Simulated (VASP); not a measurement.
# Be3CCl2 (P-62m) in VASP: further runs, part 2 of 2

VASP 6.6.1. The steps go on from the part before.

## (3) Relaxation of cell and atoms, PBE

Input file INCAR:

```
PREC = Accurate ; ENCUT = 600
EDIFF = 1E-7 ; ISMEAR = 0
SIGMA = 0.02 ; LREAL = F
LASPH = T ; NELM = 100
ALGO = Fast ; ISIF = 3
LWAVE = F ; LCHARG = F
GGA = PE ; IBRION = 2
NSW = 100 ; EDIFFG = -0.01
```

Input file KPOINTS:

```
Automatic mesh
0
Gamma
  6 6 10
```

Input file POSCAR:

```
Be3CCl2
1.0
    5.6543788401      0.0000000000      0.0000000000
   -2.8271894201      4.8968357182      0.0000000000
    0.0000000000      0.0000000000      2.7940364063
Be C Cl
3 1 2
Direct
    0.0000000000      0.7855905345      0.0000000000
    0.7855905345      0.0000000000      0.0000000000
    0.2144094655      0.2144094655      0.0000000000
    0.0000000000      0.0000000000      0.5000000000
    0.6666666667      0.3333333333      0.5000000000
    0.3333333333      0.6666666667      0.5000000000
```

Potentials or basis: VASP PAW PBE potentials, release 64 (Be, C, Cl).

Started as:

```console
$ cat potpaw_PBE.64/Be/POTCAR potpaw_PBE.64/C/POTCAR potpaw_PBE.64/Cl/POTCAR > POTCAR
$ mpirun -np 1 vasp_std > vasp.out
```

OUTCAR:

```text
PREC = Accurate
   ENCUT = 600
   EDIFF = 1E-7
   ISMEAR = 0
   LREAL = F
   LASPH = T
   NELM = 100
   ISIF = 3
   GGA = PE
   IBRION = 2
   NSW = 100
   EDIFFG = -0.01

 ion  position               nearest neighbor table
   1  0.000  0.786  0.000-   4 1.85   4 1.85   2 2.10   3 2.10
   2  0.786  0.000  0.000-   4 1.85   4 1.85   3 2.10   1 2.10
   3  0.214  0.214  0.000-   4 1.85   4 1.85   2 2.10   1 2.10
   4  0.000  0.000  0.500-   2 1.85   2 1.85   3 1.85   3 1.85   1 1.85   1 1.85
   5  0.667  0.333  0.500-
   6  0.333  0.667  0.500-

  LATTYP: Found a hexagonal cell.
 ALAT       =     5.6543788401
 C/A-ratio  =     0.4941367541

  Lattice vectors:

 A1 = (   5.6543788401,   0.0000000000,   0.0000000000)
 A2 = (  -2.8271894201,   4.8968357182,   0.0000000000)
 A3 = (   0.0000000000,   0.0000000000,   2.7940364063)

Analysis of symmetry for initial positions (statically):
=====================================================================
 Subroutine PRICEL returns:
 Original cell was already a primitive cell.

 Routine SETGRP: Setting up the symmetry group for a
 hexagonal supercell.

 Subroutine GETGRP returns: Found 12 space group operations
 (whereof 12 operations were pure point group operations)
 out of a pool of 24 trial point group operations.

The static configuration has the point symmetry D_3h.

Analysis of symmetry for dynamics (positions and initial velocities):
=====================================================================
 Subroutine PRICEL returns:
 Original cell was already a primitive cell.

 Routine SETGRP: Setting up the symmetry group for a
 hexagonal supercell.

 Subroutine GETGRP returns: Found 12 space group operations
 (whereof 12 operations were pure point group operations)
 out of a pool of 24 trial point group operations.

The dynamic configuration has the point symmetry D_3h.

 Subroutine INISYM returns: Found 12 space group operations
 (whereof 12 operations are pure point group operations),
 and found     1 'primitive' translations

----------------------------------------------------------------------------------------

                                     Primitive cell

  volume of cell :      77.3629

  direct lattice vectors                    reciprocal lattice vectors
     5.654378840  0.000000000  0.000000000     0.176854086  0.102106754  0.000000000
    -2.827189420  4.896835718  0.000000000     0.000000000  0.204213508  0.000000000
     0.000000000  0.000000000  2.794036406     0.000000000  0.000000000  0.357905143

  length of vectors
     5.654378840  5.654378840  2.794036406     0.204213508  0.204213508  0.357905143

  position of ions in fractional coordinates (direct lattice)
     0.000000000  0.785590535  0.000000000
     0.785590535  0.000000000  0.000000000
     0.214409465  0.214409465  0.000000000
     0.000000000  0.000000000  0.500000000
     0.666666667  0.333333333  0.500000000
     0.333333333  0.666666667  0.500000000

  ion indices of the primitive-cell ions
   primitive index   ion index
                 1           1
                 2           2
                 3           3
                 4           4
                 5           5
[... 33 lines left out ...]
  0.500000  0.000000  0.000000      3.000000
  0.166667  0.166667  0.000000      6.000000
  0.333333  0.166667  0.000000     12.000000
[... 16 lines left out ...]
  0.166667  0.000000  0.300000     12.000000
  0.333333  0.000000  0.300000     12.000000
 [... further k-points ...]
   k-points           NKPTS =     42   k-points in BZ     NKDIM =     42   number of bands    NBANDS=     16
   number of dos      NEDOS =    301   number of ions     NIONS =      6
   total plane-waves  NPLWV =  55296
   dimension x,y,z NGX =    48 NGY =   48 NGZ =   24
   dimension x,y,z NGXF=    96 NGYF=   96 NGZF=   48
   ions per type =               3   1   2
   NGX,Y,Z   is equivalent  to a cutoff of  14.11, 14.11, 14.28 a.u.
   NGXF,Y,Z  is equivalent  to a cutoff of  28.23, 28.23, 28.56 a.u.
 SYSTEM =  unknown system
   PREC   = accura    normal or accurate (medium, high low for compatibility)
   ISTART =      0    job   : 0-new  1-cont  2-samecut
   ICHARG =      2    charge: 1-file 2-atom 10-const
   ISPIN  =      1    spin polarized calculation?
   LNONCOLLINEAR =      F non collinear calculations
   LSORBIT =      F    spin-orbit coupling
   LASPH  =      T    aspherical Exc in radial PAW
   ENCUT  =  600.0 eV  44.10 Ry    6.64 a.u.  11.29 11.29  5.58*2*pi/ulx,y,z
   NELM   =    100;   NELMIN=  2; NELMDL= -5     # of ELM steps
   EDIFF  = 0.1E-06   stopping-criterion for ELM
   LREAL  =      F    real-space projection
   EDIFFG = -.1E-01   stopping-criterion for IOM
   NSW    =    100    number of steps for IOM
   IBRION =      2    ionic relax: 0-MD 1-quasi-New 2-CG
   NFREE  =      1    steps in history (QN), initial steepest desc. (CG)
   ISIF   =      3    stress and relaxation
   ISYM   =      2    0-nonsym 1-usesym 2-fastsym
   POTIM  = 0.5000    time-step for ionic-motion
   TEBEG  =    0.0;   TEEND  =   0.0 temperature during run
   PSTRESS=    0.0 pullay stress
   NELECT =      24.0000    total number of electrons
   NUPDOWN=      -1.0000    fix difference up-down
   EMIN   =  10.00;   EMAX   =-10.00  energy-range for DOS
   EFERMI =   0.00;   METHOD = LEGACY
   ISMEAR =     0;   SIGMA  =   0.02  broadening in eV -4-tet -1-fermi 0-gaus
   EFERMI_NEDOS =   21; number of points for ismear=-14 and -15
   IALGO  =     68    algorithm
   IMIX   =      4    mixing-type and parameters
     AMIX     =   0.40;   BMIX     =  1.00
     AMIX_MAG =   1.60;   BMIX_MAG =  1.00
  volume/ion in A,a.u.               =      12.89        87.01
  Fermi-wavevector in a.u.,A,eV,Ry     =   1.108242  2.094273 16.710665  1.228199
  Thomas-Fermi vector in A             =   2.244766
   LORBIT       =      0    0 simple, 1 ext, 2 COOP (PROOUT), +10 PAW based schemes
   GGA     = PE    functional components
   LHFCALC =     F    Hartree Fock is set to
   AEXX    =    0.0000 exact exchange contribution
   IVDW    =     0    specifies the selected vdW correction
   LEPSILON=     F    determine dielectric tensor
   LRPA    =     F    only Hartree local field effects (RPA)
 conjugate gradient relaxation of ions
 non-spin polarized calculation
 RMM-DIIS sequential band-by-band and
 Gauss-broadening in eV      SIGMA  =   0.02
  energy-cutoff  :      600.00
  volume of cell :       77.36
 maximum number of plane-waves:      2615
 NGX is ok and might be reduce to    48
   NGX = 23   NGY = 23   NGZ = 11

--------------------------------------- Ionic step        1  -------------------------------------------

 number of electron      23.9999998 magnetization

 Free energy of the ion-electron system (eV)
  ---------------------------------------------------
  ext. energy  EPLUGINS =         0.00000000
  ---------------------------------------------------
  free energy    TOTEN  =       -23.74581571 eV

  energy without entropy =      -23.74581571  energy(sigma->0) =      -23.74581571

------------------------ aborting loop because EDIFF is reached ----------------------------------------

  FORCE on cell =-STRESS in cart. coord.  units (eV):
  Direction    XX          YY          ZZ          XY          YZ          ZX
  --------------------------------------------------------------------------------------
  -------------------------------------------------------------------------------------
  Total        0.1055105      0.1055105     -0.0040337     -0.0000000     -0.0000000      0.0000000
  in kB        2.1851121      2.1851121     -0.0835385     -0.0000000     -0.0000000      0.0000000
  external PRESSURE =       1.4288952 kB  Pullay stress =       0.0000000 kB
[... 67 lines left out ...]
--------------------------------------- Ionic step        3  -------------------------------------------

 number of electron      23.9999998 magnetization

 Free energy of the ion-electron system (eV)
  ---------------------------------------------------
  ext. energy  EPLUGINS =         0.00000000
  ---------------------------------------------------
  free energy    TOTEN  =       -23.74593397 eV

  energy without entropy =      -23.74593397  energy(sigma->0) =      -23.74593397

 E-fermi :   4.8195     XC(G=0):  -9.8213

 val. band max:        4.6883689874   @ k =   0.0000   0.0000   0.0000
 cond. band min:       5.3665189834   @ k =   0.5000   0.0000   0.5000
 fundamental gap:      0.6781499960
 Fermi energy:         4.8195318387

 k-point     1 :       0.0000    0.0000    0.0000
  band No.  band energies     occupation
      1     -11.7466      2.00000
      2     -10.8261      2.00000
      3      -7.1672      2.00000
      4      -1.1177      2.00000
      5      -1.1177      2.00000
      6      -0.7030      2.00000
[... 433 lines left out ...]
      3      -6.1807      2.00000
      4      -0.8437      2.00000
      5      -0.5388      2.00000
      6      -0.0302      2.00000
[... 8 lines left out ...]
     15       8.4203      0.00000
     16       8.9721      0.00000

 [... further k-points ...]
[... 5 lines left out ...]
  --------------------------------------------------------------------------------------
  -------------------------------------------------------------------------------------
  Total        0.0096842      0.0096842      0.0154619     -0.0000000      0.0000000      0.0000000
  in kB        0.2003267      0.2003267      0.3198424     -0.0000000      0.0000000      0.0000000
  external PRESSURE =       0.2401652 kB  Pullay stress =       0.0000000 kB
[... 21 lines left out ...]
  FREE ENERGIE OF THE ION-ELECTRON SYSTEM (eV)
  ---------------------------------------------------
  free  energy   TOTEN  =       -23.7459339721 eV

  energy  without entropy=      -23.7459339721  energy(sigma->0) =      -23.74593397

 reached required accuracy - stopping structural energy minimisation
```

OSZICAR:

```text
N       E                     dE             d eps       ncg     rms          rms(c)
DAV:   1     0.114857535917E+03    0.11486E+03   -0.11927E+04  1344   0.147E+03
DAV:   2    -0.167735330979E+02   -0.13163E+03   -0.12900E+03  1896   0.242E+02
DAV:   3    -0.274488356743E+02   -0.10675E+02   -0.10502E+02  1688   0.758E+01
[... 31 lines left out ...]
RMM:   3    -0.237459328245E+02    0.21755E-05   -0.31455E-05  1344   0.334E-02    0.715E-03
RMM:   4    -0.237459331760E+02   -0.35149E-06   -0.25325E-06  1382   0.136E-02    0.521E-03
RMM:   5    -0.237459344229E+02   -0.12469E-05   -0.25803E-06  1344   0.100E-02    0.281E-03
RMM:   6    -0.237459339123E+02    0.51067E-06   -0.71688E-07  1318   0.610E-03    0.705E-04
RMM:   7    -0.237459339721E+02   -0.59819E-07   -0.38543E-07   992   0.363E-03
   3 F= -.23745934E+02 E0= -.23745934E+02  d E =-.118263E-03
```

Wall time 66 s (1 thread of Intel Xeon 6975P-C (Granite Rapids), shared host); peak memory 0.26 GiB.

Results:

```yaml
Free_energy: -23.7459 eV
Relaxed_volume: 12.91 Å³/atom
Relaxed_cell: a = 5.658 Å, b = 5.658 Å, c = 2.794 Å, α = 90.00°, β = 90.00°, γ = 120.00°
Space_group_after_relaxing_to_0.1_Å: P-62m (No. 189)
Energy_gained_by_relaxing: 0.0 meV/atom
Ionic_steps: 3
Pressure_after_relaxing: 0.0 GPa
Band_gap_on_the_k_mesh: 0.68 eV (least direct gap 1.52 eV)
```

The path:
| step | energy change (eV) | largest force (eV/Å) | pressure (GPa) | volume (Å³) |
| --- | --- | --- | --- | --- |
| 1 | 0.0000 | 0.0336 | 0.14 | 77.36 |
| 2 | -0.0001 | 0.0171 | -0.03 | 77.49 |
| 3 | -0.0001 | 0.0018 | 0.02 | 77.45 |

Final structure:
```
Be C Cl
1.0
     5.65772    0.00000    0.00000
    -2.82886    4.89973    0.00000
     0.00000    0.00000    2.79397
Be C Cl
3 1 2
Direct
  0.00000 0.78539 0.00000
  0.78539 0.00000 0.00000
  0.21461 0.21461 0.00000
  0.00000 0.00000 0.50000
  0.66667 0.33333 0.50000
  0.33333 0.66667 0.50000
```

Levels at points of the mesh, in eV from the valence-band top:
```csv
k point,band 8,band 9,band 10,band 11,band 12,band 13,band 14,band 15,band 16
"(0.00, 0.00, 0.00)",-1.41,-1.41,-1.08,-0.12,0.00,1.58,5.57,5.57,6.15
"(0.50, 0.00, 0.00)",-2.55,-2.25,-0.66,-0.45,-0.18,2.46,4.00,4.03,5.16
"(0.00, 0.00, 0.50)",-4.18,-3.33,-3.33,-0.45,-0.45,1.22,1.22,2.34,2.34
"(0.50, 0.00, 0.50)",-3.24,-3.16,-2.07,-1.26,-0.94,0.68,2.16,2.30,4.50
```

A k mesh can miss the band edges.

## (4) Single point, PBE

This run uses another cell than the first one, of 12.56 Å³/atom.

Input file INCAR:

```
PREC = Accurate ; ENCUT = 520
EDIFF = 1E-6 ; ISMEAR = 0
SIGMA = 0.1 ; LREAL = F
LASPH = T ; NELM = 100
ALGO = Normal ; ISIF = 2
LWAVE = F ; LCHARG = F
GGA = PE ; NBANDS = 21
```

Input file KPOINTS:

```
Automatic mesh
0
Gamma
  6 6 6
```

Input file POSCAR:

```
Be3CCl2
1.0
    5.3576842400      0.0000000000      0.0000000000
   -2.6788421200      4.6398906600      0.0000000000
    0.0000000000      0.0000000000      3.0313952300
Be C Cl
3 1 2
Direct
    0.0000000000      0.6666666700      0.0000000000
    0.6666666700      0.0000000000      0.0000000000
    0.3333333300      0.3333333300      0.0000000000
    0.0000000000      0.0000000000      0.5000000000
    0.6666666700      0.3333333300      0.5000000000
    0.3333333300      0.6666666700      0.5000000000
```

Started as:

```console
$ cat potpaw_PBE.64/Be/POTCAR potpaw_PBE.64/C/POTCAR potpaw_PBE.64/Cl/POTCAR > POTCAR
$ mpirun -np 1 vasp_std > vasp.out
```

Wall time 19 s (1 thread of Intel Xeon 6975P-C (Granite Rapids), shared host); peak memory 0.2 GiB.

The run converged. Its results:

* Free energy: -18.6312 eV
* Pressure: -7.1 GPa
* Largest force: 3.060 eV/Å
* Band gap on the k mesh: zero (bands 12 and 13 overlap by 1.80 eV)

Forces in eV/Å, atoms in the order of the input:
```
Be  -1.530  2.650  0.000
Be   3.060  0.000  0.000
Be  -1.530 -2.650  0.000
C    0.000  0.000  0.000
Cl   0.000  0.000  0.000
Cl   0.000  0.000  0.000
```

Stress tensor (GPa, compression positive):
```
 -1.30   0.00   0.00
  0.00  -1.30   0.00
  0.00   0.00 -18.67
```

Levels at points of the mesh, in eV from the Fermi level:
```csv
k point,band 9,band 10,band 11,band 12,band 13,band 14,band 15,band 16
"(0.00, 0.00, 0.00)",-4.57,-1.18,-1.18,0.29,1.80,3.09,4.85,4.85
"(0.50, 0.00, 0.00)",-4.97,-1.98,-1.70,1.22,1.39,1.50,3.40,4.37
"(0.00, 0.00, 0.50)",-5.69,-3.50,-1.09,-1.09,0.15,0.15,0.84,0.84
"(0.50, 0.00, 0.50)",-4.92,-4.21,-1.47,-0.30,0.00,0.97,1.35,2.72
```

Caveat: the cell stands under tension; forces of over 1 eV/Å act on the atoms, so gaps and moduli don't describe the material at rest.

## (5) Summary

| task | cell | k mesh | cutoff (eV) | smearing | gap on the mesh (eV) | pressure (GPa) | largest force (eV/Å) |
| --- | --- | --- | --- | --- | --- | --- | --- |
| single point | a = 5.657, b = 5.657, c = 2.793 Å, angles 90.0, 90.0, 120.0°, 6 atoms, atomic positions A | 6 × 6 × 10 | 520 | gaussian 0.02 eV | 0.68 | 0.1 | 0.03 |
| relaxation of cell and atoms | relaxed from a = 5.654, b = 5.654, c = 2.794 Å, angles 90.0, 90.0, 120.0°, 6 atoms, atomic positions A | 6 × 6 × 10 | 600 | gaussian 0.02 eV | 0.68 | 0.0 | - |
| single point | a = 5.358, b = 5.358, c = 3.031 Å, angles 90.0, 90.0, 120.0°, 6 atoms, atomic positions B | 6 × 6 × 6 | 520 | gaussian 0.1 eV | none | -7.1 | 3.06 |

Alike in all rows: level PBE; potentials or basis VASP PAW PBE potentials, release 64 (Be, C, Cl); no spin polarisation.

Caveats: the cell stands under tension (at least some runs); forces of over 1 eV/Å act on the atoms, so gaps and moduli don't describe the material at rest (at least some runs).

Absolute energies hang on the potentials; compare differences alone.
